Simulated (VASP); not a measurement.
# PbSe (Pm-3m) in VASP: further runs

The runs below take PbSe through single point, with PBE.

Program: VASP 6.6.1. These are calculated values, not measurements. Logs are shortened: lines on timing, memory, paths and dates and some standing lists are left out, and cuts for length are marked.

## (1) The cell of the first run

Symmetry: Pm-3m, No. 221, cubic system. The conventional cell has a = 3.774 Å, b = 3.774 Å, c = 3.774 Å, α = 90.00°, β = 90.00°, γ = 90.00°. Pb (site symmetry m-3m) has 8 Se at 3.27 Å and 6 Pb at 3.77 Å within 4.3 Å. Within 4.3 Å of Se (site symmetry m-3m) lie 8 Pb at 3.27 Å and 6 Se at 3.77 Å.

## (2) Single point, PBE

The input, INCAR:

```
SYSTEM = PbSe
  PREC = Accurate
  ENCUT = 520
  EDIFF = 1E-7
  ISMEAR = 0
  SIGMA = 0.05
  LREAL = .FALSE.
  LASPH = .TRUE.
  NELM = 80
  ALGO = Normal
  ISIF = 2
  LWAVE = .FALSE.
  LCHARG = .TRUE.
  GGA = PE
  LELF = .TRUE.
  LVHAR = .TRUE.
  NBANDS = 17
```

The input, KPOINTS:

```
regular mesh
0
G
  10 10 10
  0 0 0
```

The input, POSCAR:

```
PbSe
1.0
    3.7738731286      0.0000000000      0.0000000000
    0.0000000000      3.7738731286      0.0000000000
    0.0000000000      0.0000000000      3.7738731286
Pb Se
1 1
Direct
    0.0000000000      0.0000000000      0.0000000000
    0.5000000000      0.5000000000      0.5000000000
```

Potentials or basis: VASP PAW PBE potentials, release 64 (Pb_d, Se).

Launch:

```sh
cat potpaw_PBE.64/Pb_d/POTCAR potpaw_PBE.64/Se/POTCAR > POTCAR
mpirun -np 1 vasp_std > vasp.out
```

OUTCAR:

```text
SYSTEM = PbSe
   PREC = Accurate
   ENCUT = 520
   EDIFF = 1E-7
   ISMEAR = 0
   LREAL = .FALSE.
   LASPH = .TRUE.
   NELM = 80
   ISIF = 2
   GGA = PE

 ion  position               nearest neighbor table
   1  0.000  0.000  0.000-   2 3.27   2 3.27   2 3.27   2 3.27   2 3.27   2 3.27   2 3.27   2 3.27

   2  0.500  0.500  0.500-   1 3.27   1 3.27   1 3.27   1 3.27   1 3.27   1 3.27   1 3.27   1 3.27

  LATTYP: Found a simple cubic cell.
 ALAT       =     3.7738731286

  Lattice vectors:

 A1 = (   3.7738731286,   0.0000000000,   0.0000000000)
 A2 = (   0.0000000000,   3.7738731286,   0.0000000000)
 A3 = (   0.0000000000,   0.0000000000,   3.7738731286)

Analysis of symmetry for initial positions (statically):
=====================================================================
 Subroutine PRICEL returns:
 Original cell was already a primitive cell.

 Routine SETGRP: Setting up the symmetry group for a
 simple cubic supercell.

 Subroutine GETGRP returns: Found 48 space group operations
 (whereof 48 operations were pure point group operations)
 out of a pool of 48 trial point group operations.

The static configuration has the point symmetry O_h .

Analysis of symmetry for dynamics (positions and initial velocities):
=====================================================================
 Subroutine PRICEL returns:
 Original cell was already a primitive cell.

 Routine SETGRP: Setting up the symmetry group for a
 simple cubic supercell.

 Subroutine GETGRP returns: Found 48 space group operations
 (whereof 48 operations were pure point group operations)
 out of a pool of 48 trial point group operations.

The dynamic configuration has the point symmetry O_h .

 Subroutine INISYM returns: Found 48 space group operations
 (whereof 48 operations are pure point group operations),
 and found     1 'primitive' translations

----------------------------------------------------------------------------------------

                                     Primitive cell

  volume of cell :      53.7479

  direct lattice vectors                    reciprocal lattice vectors
     3.773873129  0.000000000  0.000000000     0.264979761  0.000000000  0.000000000
     0.000000000  3.773873129  0.000000000     0.000000000  0.264979761  0.000000000
     0.000000000  0.000000000  3.773873129     0.000000000  0.000000000  0.264979761

  length of vectors
     3.773873129  3.773873129  3.773873129     0.264979761  0.264979761  0.264979761

  position of ions in fractional coordinates (direct lattice)
     0.000000000  0.000000000  0.000000000
     0.500000000  0.500000000  0.500000000

  ion indices of the primitive-cell ions
   primitive index   ion index
                 1           1
                 2           2

----------------------------------------------------------------------------------------

 KPOINTS: regular mesh

Automatic generation of k-mesh.
 Grid dimensions read from file:
 generate k-points for:   10   10   10

 Generating k-lattice:

  Cartesian coordinates                     Fractional coordinates (reciprocal lattice)
     0.026497976  0.000000000  0.000000000     0.100000000  0.000000000  0.000000000
     0.000000000  0.026497976  0.000000000     0.000000000  0.100000000  0.000000000
     0.000000000  0.000000000  0.026497976     0.000000000  0.000000000  0.100000000

  Length of vectors
     0.026497976  0.026497976  0.026497976

  Shift w.r.t. Gamma in fractional coordinates (k-lattice)
     0.000000000  0.000000000  0.000000000

 Subroutine IBZKPT returns following result:
 ===========================================

 Found     56 irreducible k-points:

 Following reciprocal coordinates:
            Coordinates               Weight
  0.000000  0.000000  0.000000      1.000000
  0.100000  0.000000  0.000000      6.000000
  0.200000  0.000000  0.000000      6.000000
  0.300000  0.000000  0.000000      6.000000
  0.400000  0.000000  0.000000      6.000000
  0.500000  0.000000  0.000000      3.000000
[... 16 lines left out ...]
  0.200000  0.100000  0.100000     24.000000
  0.300000  0.100000  0.100000     24.000000
 [... further k-points ...]
   k-points           NKPTS =     56   k-points in BZ     NKDIM =     56   number of bands    NBANDS=     17
   number of dos      NEDOS =    301   number of ions     NIONS =      2
   total plane-waves  NPLWV =  21952
   dimension x,y,z NGX =    28 NGY =   28 NGZ =   28
   dimension x,y,z NGXF=    56 NGYF=   56 NGZF=   56
   ions per type =               1   1
   NGX,Y,Z   is equivalent  to a cutoff of  12.33, 12.33, 12.33 a.u.
   NGXF,Y,Z  is equivalent  to a cutoff of  24.67, 24.67, 24.67 a.u.
 SYSTEM =  PbSe
   PREC   = accura    normal or accurate (medium, high low for compatibility)
   ISTART =      0    job   : 0-new  1-cont  2-samecut
   ICHARG =      2    charge: 1-file 2-atom 10-const
   ISPIN  =      1    spin polarized calculation?
   LNONCOLLINEAR =      F non collinear calculations
   LSORBIT =      F    spin-orbit coupling
   LASPH  =      T    aspherical Exc in radial PAW
   ENCUT  =  520.0 eV  38.22 Ry    6.18 a.u.   7.02  7.02  7.02*2*pi/ulx,y,z
   NELM   =     80;   NELMIN=  2; NELMDL= -5     # of ELM steps
   EDIFF  = 0.1E-06   stopping-criterion for ELM
   LREAL  =      F    real-space projection
   EDIFFG = 0.1E-05   stopping-criterion for IOM
   NSW    =      0    number of steps for IOM
   IBRION =     -1    ionic relax: 0-MD 1-quasi-New 2-CG
   NFREE  =      0    steps in history (QN), initial steepest desc. (CG)
   ISIF   =      2    stress and relaxation
   ISYM   =      2    0-nonsym 1-usesym 2-fastsym
   POTIM  = 0.5000    time-step for ionic-motion
   TEBEG  =    0.0;   TEEND  =   0.0 temperature during run
   PSTRESS=    0.0 pullay stress
   NELECT =      20.0000    total number of electrons
   NUPDOWN=      -1.0000    fix difference up-down
   EMIN   =  10.00;   EMAX   =-10.00  energy-range for DOS
   EFERMI =   0.00;   METHOD = LEGACY
   ISMEAR =     0;   SIGMA  =   0.05  broadening in eV -4-tet -1-fermi 0-gaus
   EFERMI_NEDOS =   21; number of points for ismear=-14 and -15
   IALGO  =     38    algorithm
   IMIX   =      4    mixing-type and parameters
     AMIX     =   0.40;   BMIX     =  1.00
     AMIX_MAG =   1.60;   BMIX_MAG =  1.00
  volume/ion in A,a.u.               =      26.87       181.35
  Fermi-wavevector in a.u.,A,eV,Ry     =   1.177509  2.225169 18.864848  1.386527
  Thomas-Fermi vector in A             =   2.313854
   LORBIT       =      0    0 simple, 1 ext, 2 COOP (PROOUT), +10 PAW based schemes
   GGA     = PE    functional components
   LHFCALC =     F    Hartree Fock is set to
   AEXX    =    0.0000 exact exchange contribution
   IVDW    =     0    specifies the selected vdW correction
   LEPSILON=     F    determine dielectric tensor
   LRPA    =     F    only Hartree local field effects (RPA)
 non-spin polarized calculation
 Gauss-broadening in eV      SIGMA  =   0.05
  energy-cutoff  :      520.00
  volume of cell :       53.75
 maximum number of plane-waves:      1472
   NGX = 15   NGY = 15   NGZ = 15

 number of electron      20.0000010 magnetization

 Free energy of the ion-electron system (eV)
  ---------------------------------------------------
  ext. energy  EPLUGINS =         0.00000000
  ---------------------------------------------------
  free energy    TOTEN  =        -7.71990595 eV

  energy without entropy =       -7.71865284  energy(sigma->0) =       -7.71927940

 E-fermi :   5.4253     XC(G=0):  -9.9925

 val. band max:        5.4230775214   @ k =   0.5000   0.5000   0.0000
 cond. band min:       5.4788807634   @ k =   0.2000   0.2000   0.1000
 fundamental gap:      0.0558032420
 Fermi energy:         5.4252584192

 k-point     1 :       0.0000    0.0000    0.0000
  band No.  band energies     occupation
      1     -11.5237      2.00000
      2     -11.5237      2.00000
      3     -11.3704      2.00000
      4     -11.3704      2.00000
      5     -11.3704      2.00000
      6      -7.8211      2.00000
[... 9 lines left out ...]
     16      16.7844      0.00000
     17      18.2649      0.00000

 k-point     2 :       0.1000    0.0000    0.0000
  band No.  band energies     occupation
      1     -11.5230      2.00000
      2     -11.5124      2.00000
      3     -11.3745      2.00000
      4     -11.3745      2.00000
      5     -11.3700      2.00000
      6      -7.7466      2.00000
[... 9 lines left out ...]
     16      17.4032      0.00000
     17      17.8072      0.00000

 k-point     3 :       0.2000    0.0000    0.0000
  band No.  band energies     occupation
      1     -11.5213      2.00000
      2     -11.4830      2.00000
      3     -11.3855      2.00000
      4     -11.3855      2.00000
      5     -11.3690      2.00000
      6      -7.5331      2.00000
[... 9 lines left out ...]
     16      16.5461      0.00000
     17      17.6179      0.00000

 k-point     4 :       0.3000    0.0000    0.0000
  band No.  band energies     occupation
      1     -11.5192      2.00000
      2     -11.4466      2.00000
      3     -11.3989      2.00000
      4     -11.3989      2.00000
      5     -11.3678      2.00000
      6      -7.2187      2.00000
[... 9 lines left out ...]
     16      15.2644      0.00000
     17      17.9183      0.00000
[... 343 lines left out ...]
      1     -11.5057      2.00000
      2     -11.5057      2.00000
      3     -11.3802      2.00000
      4     -11.3780      2.00000
      5     -11.3780      2.00000
      6      -7.5994      2.00000
[... 9 lines left out ...]
     16      16.9109      0.00000
     17      16.9109      0.00000

 k-point    23 :       0.2000    0.1000    0.1000
  band No.  band energies     occupation
      1     -11.5041      2.00000
      2     -11.4759      2.00000
      3     -11.3924      2.00000
      4     -11.3892      2.00000
      5     -11.3772      2.00000
      6      -7.3905      2.00000
[... 9 lines left out ...]
     16      16.1676      0.00000
     17      16.6075      0.00000

 k-point    24 :       0.3000    0.1000    0.1000
  band No.  band energies     occupation
      1     -11.5020      2.00000
      2     -11.4390      2.00000
      3     -11.4079      2.00000
      4     -11.4031      2.00000
      5     -11.3758      2.00000
      6      -7.0860      2.00000
[... 9 lines left out ...]
     16      15.7844      0.00000
     17      15.9692      0.00000

 [... further k-points ...]

------------------------ aborting loop because EDIFF is reached ----------------------------------------

  FORCE on cell =-STRESS in cart. coord.  units (eV):
  Direction    XX          YY          ZZ          XY          YZ          ZX
  --------------------------------------------------------------------------------------
  -------------------------------------------------------------------------------------
  Total        0.1132993      0.1132993      0.1132993     -0.0000000     -0.0000000      0.0000000
  in kB        3.3773474      3.3773474      3.3773474     -0.0000000     -0.0000000      0.0000000
  external PRESSURE =       3.3773474 kB  Pullay stress =       0.0000000 kB

 VOLUME and BASIS-vectors are now :
 -----------------------------------------------------------------------------
  energy-cutoff  :      520.00
  volume of cell :       53.75
      direct lattice vectors                 reciprocal lattice vectors
     3.773873129  0.000000000  0.000000000     0.264979761  0.000000000  0.000000000
     0.000000000  3.773873129  0.000000000     0.000000000  0.264979761  0.000000000
     0.000000000  0.000000000  3.773873129     0.000000000  0.000000000  0.264979761

 POSITION                                       TOTAL-FORCE (eV/Angst)
 -----------------------------------------------------------------------------------
      0.00000      0.00000      0.00000         0.000000      0.000000      0.000000
      1.88694      1.88694      1.88694         0.000000      0.000000      0.000000
 -----------------------------------------------------------------------------------
    total drift:                               -0.000000      0.000000      0.000000

  FREE ENERGIE OF THE ION-ELECTRON SYSTEM (eV)
  ---------------------------------------------------
  free  energy   TOTEN  =        -7.7199059539 eV

  energy  without entropy=       -7.7186528395  energy(sigma->0) =       -7.71927940
```

Run time: 49 s. Hardware: 1 thread of Intel Xeon 8259CL, shared host; peak memory 0.19 GiB.

Results:

* Free energy: -7.7199 eV
* Pressure: 0.3 GPa
* Band gap on the k mesh: zero (bands 10 and 11 overlap by 0.66 eV)

Levels at points of the mesh, in eV from the Fermi level:
| k point | band 8 | band 9 | band 10 | band 11 | band 12 | band 13 |
| --- | --- | --- | --- | --- | --- | --- |
| (0.00, 0.00, 0.00) | -1.50 | -1.50 | -1.50 | 5.12 | 5.12 | 6.12 |
| (0.50, 0.00, 0.00) | -0.26 | -0.26 | -0.25 | 0.11 | 3.42 | 3.42 |
| (0.50, 0.50, 0.00) | -4.38 | -4.38 | 0.00 | 4.15 | 4.15 | 5.03 |
| (0.50, 0.50, 0.50) | -2.35 | -2.35 | -2.35 | -0.61 | -0.61 | -0.61 |

Caveat: semilocal functionals underestimate gaps, so a narrow gap can read as zero; spin-orbit coupling is left out, which moves the levels of the heavy elements.

## (3) Single point, PBE (26.98 Å³/atom)

This run uses another cell than the first one, of 26.98 Å³/atom.

The input, INCAR:

```
PREC = Accurate
ENCUT = 520
EDIFF = 1E-7
ISMEAR = 0
SIGMA = 0.05
LREAL = False
LASPH = True
NELM = 80
ALGO = Normal
ISIF = 2
LWAVE = False
LCHARG = True
GGA = PE
LELF = True
LVHAR = True
NBANDS = 17
```

The input, KPOINTS:

```
Automatic mesh
0
Gamma
  10 10 10
```

The input, POSCAR:

```
PbSe
1.0
    3.7788982652      0.0000000000      0.0000000000
    0.0000000000      3.7788982652      0.0000000000
    0.0000000000      0.0000000000      3.7788982652
Pb Se
1 1
Direct
    0.0000000000      0.0000000000      0.0000000000
    0.5000000000      0.5000000000      0.5000000000
```

Potentials or basis: VASP PAW PBE potentials, release 64 (Pb_d, Se).

Launch:

```sh
cat potpaw_PBE.64/Pb_d/POTCAR potpaw_PBE.64/Se/POTCAR > POTCAR
mpirun -np 1 vasp_std > vasp.out
```

OUTCAR:

```text
PREC = Accurate
   ENCUT = 520
   EDIFF = 1E-7
   ISMEAR = 0
   LREAL = False
   LASPH = True
   NELM = 80
   ISIF = 2
   GGA = PE

 ion  position               nearest neighbor table
   1  0.000  0.000  0.000-   2 3.27   2 3.27   2 3.27   2 3.27   2 3.27   2 3.27   2 3.27   2 3.27

   2  0.500  0.500  0.500-   1 3.27   1 3.27   1 3.27   1 3.27   1 3.27   1 3.27   1 3.27   1 3.27

  LATTYP: Found a simple cubic cell.
 ALAT       =     3.7788982652

  Lattice vectors:

 A1 = (   3.7788982652,   0.0000000000,   0.0000000000)
 A2 = (   0.0000000000,   3.7788982652,   0.0000000000)
 A3 = (   0.0000000000,   0.0000000000,   3.7788982652)

Analysis of symmetry for initial positions (statically):
=====================================================================
 Subroutine PRICEL returns:
 Original cell was already a primitive cell.

 Routine SETGRP: Setting up the symmetry group for a
 simple cubic supercell.

 Subroutine GETGRP returns: Found 48 space group operations
 (whereof 48 operations were pure point group operations)
 out of a pool of 48 trial point group operations.

The static configuration has the point symmetry O_h .

Analysis of symmetry for dynamics (positions and initial velocities):
[... 158 lines left out ...]

 E-fermi :   5.3833     XC(G=0):  -9.9736

 val. band max:        5.3829162980   @ k =   0.5000   0.5000   0.0000
 cond. band min:       5.4324094407   @ k =   0.2000   0.2000   0.1000
 fundamental gap:      0.0494931427
 Fermi energy:         5.3832607566

 k-point     1 :       0.0000    0.0000    0.0000
  band No.  band energies     occupation
      1     -11.5672      2.00000
      2     -11.5672      2.00000
      3     -11.4157      2.00000
      4     -11.4157      2.00000
      5     -11.4157      2.00000
      6      -7.8376      2.00000
[... 457 lines left out ...]
      4     -11.4479      2.00000
      5     -11.4210      2.00000
      6      -7.1084      2.00000
[... 9 lines left out ...]
     16      15.7256      0.00000
     17      15.9118      0.00000

 [... further k-points ...]

------------------------ aborting loop because EDIFF is reached ----------------------------------------

  FORCE on cell =-STRESS in cart. coord.  units (eV):
  Direction    XX          YY          ZZ          XY          YZ          ZX
  --------------------------------------------------------------------------------------
  -------------------------------------------------------------------------------------
  Total        0.0481778      0.0481778      0.0481778      0.0000000      0.0000000     -0.0000000
  in kB        1.4304154      1.4304154      1.4304154      0.0000000      0.0000000     -0.0000000
  external PRESSURE =       1.4304154 kB  Pullay stress =       0.0000000 kB

 VOLUME and BASIS-vectors are now :
 -----------------------------------------------------------------------------
  energy-cutoff  :      520.00
  volume of cell :       53.96
      direct lattice vectors                 reciprocal lattice vectors
     3.778898265  0.000000000  0.000000000     0.264627394  0.000000000  0.000000000
     0.000000000  3.778898265  0.000000000     0.000000000  0.264627394  0.000000000
     0.000000000  0.000000000  3.778898265     0.000000000  0.000000000  0.264627394

 POSITION                                       TOTAL-FORCE (eV/Angst)
 -----------------------------------------------------------------------------------
      0.00000      0.00000      0.00000         0.000000      0.000000      0.000000
      1.88945      1.88945      1.88945         0.000000      0.000000      0.000000
 -----------------------------------------------------------------------------------
    total drift:                               -0.000000      0.000000      0.000000

  FREE ENERGIE OF THE ION-ELECTRON SYSTEM (eV)
  ---------------------------------------------------
  free  energy   TOTEN  =        -7.7202873025 eV

  energy  without entropy=       -7.7189845554  energy(sigma->0) =       -7.71963593
```

stdout:

```text
POSCAR found type information on POSCAR PbSe
 POSCAR found :  2 types and       2 ions
 scaLAPACK will be used
 LDA part: xc-table for (Slater+PW92), standard interpolation
 POSCAR, INCAR and KPOINTS ok, starting setup
 FFT: planning ... GRIDC
 FFT: planning ... GRID_SOFT
 FFT: planning ... GRID
 WAVECAR not read
 entering main loop
```

It took 57 s on 1 thread of Intel Xeon 8259CL, shared host; peak memory 0.19 GiB.

Results:

* Free energy: -7.7203 eV
* Pressure: 0.1 GPa
* Band gap on the k mesh: zero (bands 10 and 11 overlap by 0.65 eV)

Levels at points of the mesh, in eV from the Fermi level:
```tsv
k point	band 6	band 7	band 8	band 9	band 10	band 11	band 12	band 13	band 14	band 15
(0.00, 0.00, 0.00)	-13.22	-7.06	-1.49	-1.49	-1.49	5.13	5.13	6.09	6.09	6.09
(0.50, 0.00, 0.00)	-12.16	-8.97	-0.26	-0.26	-0.26	0.11	3.41	3.41	6.50	8.39
(0.50, 0.50, 0.00)	-11.51	-7.47	-4.35	-4.35	0.00	4.14	4.14	5.01	6.79	8.72
(0.50, 0.50, 0.50)	-11.28	-6.42	-2.34	-2.34	-2.34	-0.60	-0.60	-0.60	13.82	13.82
```

Caveat: semilocal functionals underestimate gaps, so a narrow gap can read as zero; spin-orbit coupling is left out, which moves the levels of the heavy elements.
